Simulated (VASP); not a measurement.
# BN (P3m1) in VASP: a series of runs

Runs on BN. Level: PBE. Tasks: single point.

Everything below comes from runs of VASP 6.6.1. Logs are shortened: lines on timing, memory, paths and dates and some standing lists are left out, and cuts for length are marked.

## 1. The cell of the first run

The structure is trigonal, space group P3m1 (No. 156). Conventional cell: a = 2.555 Å, b = 2.555 Å, c = 4.225 Å, α = 90.00°, β = 90.00°, γ = 120.00°. Within 2.1 Å of B (site symmetry 3m) lie 4 N at 1.60 to 2.08 Å. Within 1.5 Å of B (site symmetry 3m) lie 1 N at 1.09 Å. N (site symmetry 3m) has 3 B at 1.54 Å within 2.0 Å. Within 1.5 Å of N (site symmetry 3m) lie 1 B at 1.09 Å.

## 2. Single point, PBE (mode 8 (949.4 1/cm) frozen in, largest displacement -0.300 Å)

Input file INCAR:

```
PREC = Accurate ; ENCUT = 520
EDIFF = 1E-7 ; ISMEAR = 0
SIGMA = 0.05 ; LREAL = False
LASPH = True ; NELM = 100
ALGO = Normal ; ISIF = 2
LWAVE = False ; LCHARG = False
GGA = PE ; NBANDS = 16
```

Input file KPOINTS:

```
regular mesh
0
Gamma
  12 12 6
```

Input file POSCAR:

```
BN
1.0
    2.5545800960      0.0000000000      0.0000000000
   -1.2772900480      2.2123312591      0.0000000000
    0.0000000000      0.0000000000      4.2245145352
B N
2 2
Direct
    0.6666666667      0.3333333333      1.0465200083
    0.3333333333      0.6666666667      0.4530917011
    0.6666666667      0.3333333333      0.5541800684
    0.3333333333      0.6666666667      0.1962082222
```

Potentials or basis: VASP PAW PBE potentials, release 64 (B, N).

Started as:

```
cat potpaw_PBE.64/B/POTCAR potpaw_PBE.64/N/POTCAR > POTCAR
mpirun -np 1 vasp_std > vasp.out
```

OUTCAR:

```text
PREC = Accurate
   ENCUT = 520
   EDIFF = 1E-7
   ISMEAR = 0
   LREAL = False
   LASPH = True
   NELM = 100
   ISIF = 2
   GGA = PE

 ion  position               nearest neighbor table
   1  0.667  0.333  0.047-   4 1.60   4 1.60   4 1.60
   2  0.333  0.667  0.453-   4 1.09   3 1.54   3 1.54   3 1.54
   3  0.667  0.333  0.554-   2 1.54   2 1.54   2 1.54
   4  0.333  0.667  0.196-   2 1.09   1 1.60   1 1.60   1 1.60

  LATTYP: Found a hexagonal cell.
 ALAT       =     2.5545800960
 C/A-ratio  =     1.6537021258

  Lattice vectors:

 A1 = (   2.5545800960,   0.0000000000,   0.0000000000)
 A2 = (  -1.2772900480,   2.2123312591,   0.0000000000)
 A3 = (   0.0000000000,   0.0000000000,   4.2245145352)

Analysis of symmetry for initial positions (statically):
=====================================================================
 Subroutine PRICEL returns:
 Original cell was already a primitive cell.

 Routine SETGRP: Setting up the symmetry group for a
 hexagonal supercell.

 Subroutine GETGRP returns: Found  6 space group operations
 (whereof  6 operations were pure point group operations)
 out of a pool of 24 trial point group operations.

The static configuration has the point symmetry C_3v.

Analysis of symmetry for dynamics (positions and initial velocities):
=====================================================================
 Subroutine PRICEL returns:
 Original cell was already a primitive cell.

 Routine SETGRP: Setting up the symmetry group for a
 hexagonal supercell.

 Subroutine GETGRP returns: Found  6 space group operations
 (whereof  6 operations were pure point group operations)
 out of a pool of 24 trial point group operations.

The dynamic configuration has the point symmetry C_3v.

 Subroutine INISYM returns: Found  6 space group operations
 (whereof  6 operations are pure point group operations),
 and found     1 'primitive' translations

----------------------------------------------------------------------------------------

                                     Primitive cell

  volume of cell :      23.8752

  direct lattice vectors                    reciprocal lattice vectors
     2.554580096  0.000000000  0.000000000     0.391453766  0.226005937  0.000000000
    -1.277290048  2.212331259  0.000000000     0.000000000  0.452011875  0.000000000
     0.000000000  0.000000000  4.224514535     0.000000000  0.000000000  0.236713590

  length of vectors
     2.554580096  2.554580096  4.224514535     0.452011875  0.452011875  0.236713590

  position of ions in fractional coordinates (direct lattice)
     0.666666667  0.333333333  0.046520008
     0.333333333  0.666666667  0.453091701
     0.666666667  0.333333333  0.554180068
     0.333333333  0.666666667  0.196208222

  ion indices of the primitive-cell ions
   primitive index   ion index
                 1           1
                 2           2
                 3           3
                 4           4

----------------------------------------------------------------------------------------

 KPOINTS: regular mesh

Automatic generation of k-mesh.
 Grid dimensions read from file:
 generate k-points for:   12   12    6

 Generating k-lattice:

  Cartesian coordinates                     Fractional coordinates (reciprocal lattice)
     0.032621147  0.018833828  0.000000000     0.083333333  0.000000000  0.000000000
     0.000000000  0.037667656  0.000000000     0.000000000  0.083333333  0.000000000
     0.000000000  0.000000000  0.039452265     0.000000000  0.000000000  0.166666667

  Length of vectors
     0.037667656  0.037667656  0.039452265

  Shift w.r.t. Gamma in fractional coordinates (k-lattice)
     0.000000000  0.000000000  0.000000000

 Subroutine IBZKPT returns following result:
 ===========================================

 Found    100 irreducible k-points:

 Following reciprocal coordinates:
            Coordinates               Weight
  0.000000  0.000000  0.000000      1.000000
  0.083333 -0.000000  0.000000      6.000000
  0.166667  0.000000  0.000000      6.000000
  0.250000  0.000000  0.000000      6.000000
  0.333333 -0.000000  0.000000      6.000000
  0.416667 -0.000000  0.000000      6.000000
[... 16 lines left out ...]
  0.166667  0.000000  0.166667      6.000000
  0.000000  0.166667  0.166667      6.000000
 [... further k-points ...]
   k-points           NKPTS =    100   k-points in BZ     NKDIM =    100   number of bands    NBANDS=     16
   number of dos      NEDOS =    301   number of ions     NIONS =      4
   total plane-waves  NPLWV =  12800
   dimension x,y,z NGX =    20 NGY =   20 NGZ =   32
   dimension x,y,z NGXF=    40 NGYF=   40 NGZF=   64
   ions per type =               2   2
   NGX,Y,Z   is equivalent  to a cutoff of  13.02, 13.02, 12.59 a.u.
   NGXF,Y,Z  is equivalent  to a cutoff of  26.03, 26.03, 25.19 a.u.
 SYSTEM =  unknown system
   PREC   = accura    normal or accurate (medium, high low for compatibility)
   ISTART =      0    job   : 0-new  1-cont  2-samecut
   ICHARG =      2    charge: 1-file 2-atom 10-const
   ISPIN  =      1    spin polarized calculation?
   LNONCOLLINEAR =      F non collinear calculations
   LSORBIT =      F    spin-orbit coupling
   LASPH  =      T    aspherical Exc in radial PAW
   ENCUT  =  520.0 eV  38.22 Ry    6.18 a.u.   4.75  4.75  7.85*2*pi/ulx,y,z
   NELM   =    100;   NELMIN=  2; NELMDL= -5     # of ELM steps
   EDIFF  = 0.1E-06   stopping-criterion for ELM
   LREAL  =      F    real-space projection
   EDIFFG = 0.1E-05   stopping-criterion for IOM
   NSW    =      0    number of steps for IOM
   IBRION =     -1    ionic relax: 0-MD 1-quasi-New 2-CG
   NFREE  =      0    steps in history (QN), initial steepest desc. (CG)
   ISIF   =      2    stress and relaxation
   ISYM   =      2    0-nonsym 1-usesym 2-fastsym
   POTIM  = 0.5000    time-step for ionic-motion
   TEBEG  =    0.0;   TEEND  =   0.0 temperature during run
   PSTRESS=    0.0 pullay stress
   NELECT =      16.0000    total number of electrons
   NUPDOWN=      -1.0000    fix difference up-down
   EMIN   =  10.00;   EMAX   =-10.00  energy-range for DOS
   EFERMI =   0.00;   METHOD = LEGACY
   ISMEAR =     0;   SIGMA  =   0.05  broadening in eV -4-tet -1-fermi 0-gaus
   EFERMI_NEDOS =   21; number of points for ismear=-14 and -15
   IALGO  =     38    algorithm
   IMIX   =      4    mixing-type and parameters
     AMIX     =   0.40;   BMIX     =  1.00
     AMIX_MAG =   1.60;   BMIX_MAG =  1.00
  volume/ion in A,a.u.               =       5.97        40.28
  Fermi-wavevector in a.u.,A,eV,Ry     =   1.432625  2.707270 27.924811  2.052416
  Thomas-Fermi vector in A             =   2.552232
   LORBIT       =      0    0 simple, 1 ext, 2 COOP (PROOUT), +10 PAW based schemes
   GGA     = PE    functional components
   LHFCALC =     F    Hartree Fock is set to
   AEXX    =    0.0000 exact exchange contribution
   IVDW    =     0    specifies the selected vdW correction
   LEPSILON=     F    determine dielectric tensor
   LRPA    =     F    only Hartree local field effects (RPA)
 non-spin polarized calculation
 Gauss-broadening in eV      SIGMA  =   0.05
  energy-cutoff  :      520.00
  volume of cell :       23.88
 maximum number of plane-waves:       660
 NGX is ok and might be reduce to    20
   NGX =  9   NGY =  9   NGZ = 15

 number of electron      16.0000004 magnetization

 Free energy of the ion-electron system (eV)
  ---------------------------------------------------
  ext. energy  EPLUGINS =         0.00000000
  ---------------------------------------------------
  free energy    TOTEN  =       -26.33854318 eV

  energy without entropy =      -26.33854318  energy(sigma->0) =      -26.33854318

 E-fermi :   8.1896     XC(G=0): -12.6005

 val. band max:        7.8931919725   @ k =   0.0000   0.0000   0.0000
 cond. band min:      10.8744651456   @ k =   0.5000   0.0000   0.5000
 fundamental gap:      2.9812731730
 Fermi energy:         8.1896064327

 k-point     1 :       0.0000    0.0000    0.0000
  band No.  band energies     occupation
      1     -15.0104      2.00000
      2      -8.1091      2.00000
      3      -3.5624      2.00000
      4       3.0311      2.00000
      5       3.0311      2.00000
      6       5.9220      2.00000
[... 8 lines left out ...]
     15      20.4778      0.00000
     16      25.8734      0.00000

 k-point     2 :       0.0833   -0.0000    0.0000
  band No.  band energies     occupation
      1     -14.8662      2.00000
      2      -8.0090      2.00000
      3      -3.4359      2.00000
      4       2.2641      2.00000
      5       2.7863      2.00000
      6       6.1416      2.00000
[... 8 lines left out ...]
     15      20.9552      0.00000
     16      24.6948      0.00000

 k-point     3 :       0.1667    0.0000    0.0000
  band No.  band energies     occupation
      1     -14.4389      2.00000
      2      -7.7371      2.00000
      3      -3.0769      2.00000
      4       0.6906      2.00000
      5       2.1952      2.00000
      6       5.8642      2.00000
[... 8 lines left out ...]
     15      22.2123      0.00000
     16      23.1579      0.00000

 k-point     4 :       0.2500    0.0000    0.0000
  band No.  band energies     occupation
      1     -13.7485      2.00000
      2      -7.4104      2.00000
      3      -2.6022      2.00000
      4      -0.8617      2.00000
      5       1.5154      2.00000
      6       4.2152      2.00000
[... 8 lines left out ...]
     15      23.2988      0.00000
     16      23.8854      0.00000

 k-point     5 :       0.3333   -0.0000    0.0000
  band No.  band energies     occupation
      1     -12.8464      2.00000
      2      -7.3356      2.00000
      3      -2.6097      2.00000
      4      -1.3193      2.00000
      5       0.9335      2.00000
      6       2.5093      2.00000
[... 8 lines left out ...]
     15      24.6747      0.00000
     16      25.5799      0.00000

 k-point     6 :       0.4167   -0.0000    0.0000
  band No.  band energies     occupation
      1     -11.8809      2.00000
      2      -7.8232      2.00000
      3      -2.6455      2.00000
      4      -0.9609      2.00000
      5       0.5523      2.00000
      6       1.1887      2.00000
[... 8 lines left out ...]
     15      25.6735      0.00000
     16      26.8587      0.00000
[... 267 lines left out ...]
 k-point    21 :       0.0833   -0.0000    0.1667
  band No.  band energies     occupation
      1     -14.8233      2.00000
      2      -8.3514      2.00000
      3      -2.8519      2.00000
      4       2.2920      2.00000
      5       2.8142      2.00000
      6       5.8191      2.00000
[... 8 lines left out ...]
     15      20.8041      0.00000
     16      25.0789      0.00000

 k-point    22 :       0.0000    0.0833    0.1667
  band No.  band energies     occupation
      1     -14.8234      2.00000
      2      -8.3507      2.00000
      3      -2.8563      2.00000
      4       2.2990      2.00000
      5       2.8164      2.00000
      6       5.8341      2.00000
[... 8 lines left out ...]
     15      20.7447      0.00000
     16      25.1568      0.00000

 k-point    23 :       0.1667    0.0000    0.1667
  band No.  band energies     occupation
      1     -14.3973      2.00000
      2      -8.0498      2.00000
      3      -2.5641      2.00000
      4       0.7378      2.00000
      5       2.2275      2.00000
      6       5.5362      2.00000
[... 8 lines left out ...]
     15      22.0855      0.00000
     16      23.6012      0.00000

 k-point    24 :       0.0000    0.1667    0.1667
  band No.  band energies     occupation
      1     -14.3975      2.00000
      2      -8.0438      2.00000
      3      -2.6104      2.00000
      4       0.8002      2.00000
      5       2.2303      2.00000
      6       5.8759      2.00000
[... 8 lines left out ...]
     15      21.9911      0.00000
     16      23.8766      0.00000

 [... further k-points ...]

------------------------ aborting loop because EDIFF is reached ----------------------------------------

  FORCE on cell =-STRESS in cart. coord.  units (eV):
  Direction    XX          YY          ZZ          XY          YZ          ZX
  --------------------------------------------------------------------------------------
  -------------------------------------------------------------------------------------
  Total        2.0063486      2.0063486     43.0384952     -0.0000000     -0.0000000      0.0000000
  in kB      134.6388760    134.6388760   2888.1594871     -0.0000000     -0.0000000      0.0000000
  external PRESSURE =    1052.4790797 kB  Pullay stress =       0.0000000 kB

 VOLUME and BASIS-vectors are now :
 -----------------------------------------------------------------------------
  energy-cutoff  :      520.00
  volume of cell :       23.88
      direct lattice vectors                 reciprocal lattice vectors
     2.554580096  0.000000000  0.000000000     0.391453766  0.226005937  0.000000000
    -1.277290048  2.212331259  0.000000000     0.000000000  0.452011875  0.000000000
     0.000000000  0.000000000  4.224514535     0.000000000  0.000000000  0.236713590

 POSITION                                       TOTAL-FORCE (eV/Angst)
 -----------------------------------------------------------------------------------
      1.27729      0.73744      0.19652        -0.000000      0.000000     -2.453142
     -0.00000      1.47489      1.91409         0.000000      0.000000     36.789545
      1.27729      0.73744      2.34114         0.000000      0.000000     10.010165
     -0.00000      1.47489      0.82888        -0.000000     -0.000000    -44.346568
 -----------------------------------------------------------------------------------
    total drift:                               -0.000000     -0.000000     -0.000158

  FREE ENERGIE OF THE ION-ELECTRON SYSTEM (eV)
  ---------------------------------------------------
  free  energy   TOTEN  =       -26.3385431813 eV

  energy  without entropy=      -26.3385431813  energy(sigma->0) =      -26.33854318
```

Wall time 49 s (1 thread of AMD EPYC 7R13, shared host); peak memory 0.15 GiB.

What came out:

```
Free energy            : -26.3385 eV
Pressure               : 105.2 GPa
Largest force          : 44.347 eV/Å
Band gap on the k mesh : 2.98 eV, indirect (least direct gap 3.73 eV)
```

Forces on the atoms (eV/Å):
```
B     0.000   0.000  -2.453
B     0.000   0.000  36.790
N     0.000   0.000  10.010
N     0.000   0.000 -44.347
```

Levels at points of the mesh, in eV from the valence-band top:
```
           k point  band 4  band 5  band 6  band 7  band 8  band 9  band 10  band 11  band 12  band 13
(0.00, 0.00, 0.00)   -4.86   -4.86   -1.97    0.00    0.00    4.64     6.71     6.71     8.74    10.76
(0.50, 0.00, 0.00)   -8.90   -7.47   -7.11   -3.84   -1.85    4.73     6.56     7.50     9.02    11.45
(0.00, 0.00, 0.50)   -4.75   -4.75   -3.68   -0.26   -0.26    3.47     6.98     6.98     9.59    10.60
(0.50, 0.00, 0.50)   -9.57   -7.29   -6.26   -2.41   -1.24    2.98     5.56     7.86    10.39    10.43
```

Caveat: the cell differs from its parent crystal (mode 8 (949.4 1/cm) frozen in, largest displacement -0.300 Å); forces of over 1 eV/Å act on the atoms, so gaps and moduli don't describe the material at rest.

## 3. Single point, PBE (mode 8 (949.4 1/cm) frozen in, largest displacement +0.225 Å)

Input file INCAR:

```
SYSTEM = BN
PREC = Accurate ; ENCUT = 520
EDIFF = 1E-6 ; ISMEAR = 0
SIGMA = 0.05 ; LREAL = .False.
LASPH = .True. ; NELM = 100
ALGO = Normal ; ISIF = 2
LWAVE = .False. ; LCHARG = .False.
GGA = PE ; NBANDS = 16
```

Input file KPOINTS:

```
regular mesh
0
Gamma
  12 12 6
  0 0 0
```

Input file POSCAR:

```
BN
1.0
    2.5545800960      0.0000000000      0.0000000000
   -1.2772900480      2.2123312591      0.0000000000
    0.0000000000      0.0000000000      4.2245145352
B N
2 2
Direct
    0.6666666667      0.3333333333      0.9647702395
    0.3333333333      0.6666666667      0.5348414699
    0.6666666667      0.3333333333      0.6784547030
    0.3333333333      0.6666666667      0.0719335876
```

Potentials or basis: VASP PAW PBE potentials, release 64 (B, N).

Started as:

```
cat potpaw_PBE.64/B/POTCAR potpaw_PBE.64/N/POTCAR > POTCAR
mpirun -np 1 vasp_std > vasp.out
```

Run time: 48 s. Hardware: 1 thread of AMD EPYC 7R13, shared host; peak memory 0.15 GiB.

Results (log left out):

| Item | Value |
| --- | --- |
| Free energy | -30.8482 eV |
| Pressure | 52.9 GPa |
| Largest force | 22.995 eV/Å |
| Band gap on the k mesh | 4.00 eV, indirect (least direct gap 5.50 eV) |

Forces on the atoms (eV/Å):
```
B     0.000   0.000  17.574
B     0.000   0.000  -2.229
N     0.000   0.000 -22.995
N     0.000   0.000   7.650
```

Stress tensor (GPa, compression positive):
```
  7.00   0.00   0.00
  0.00   7.00   0.00
  0.00   0.00 144.67
```

Levels at points of the mesh, in eV from the valence-band top:
```
           k point  band 5  band 6  band 7  band 8  band 9  band 10  band 11  band 12
(0.00, 0.00, 0.00)   -3.70   -1.27    0.00    0.00    5.73     7.31     7.31     8.77
(0.50, 0.00, 0.00)   -7.11   -6.40   -3.99   -1.99    5.61     6.88     8.45     9.60
(0.00, 0.00, 0.50)   -3.51   -3.51   -0.38   -0.38    5.12     7.77     7.77     9.87
(0.50, 0.00, 0.50)   -6.10   -5.68   -2.70   -1.73    4.00     6.04     8.47    10.38
```

Caveat: the cell differs from its parent crystal (mode 8 (949.4 1/cm) frozen in, largest displacement +0.225 Å); forces of over 1 eV/Å act on the atoms, so gaps and moduli don't describe the material at rest. A k mesh can miss the band edges.

(Continued in part 2 of 2.)
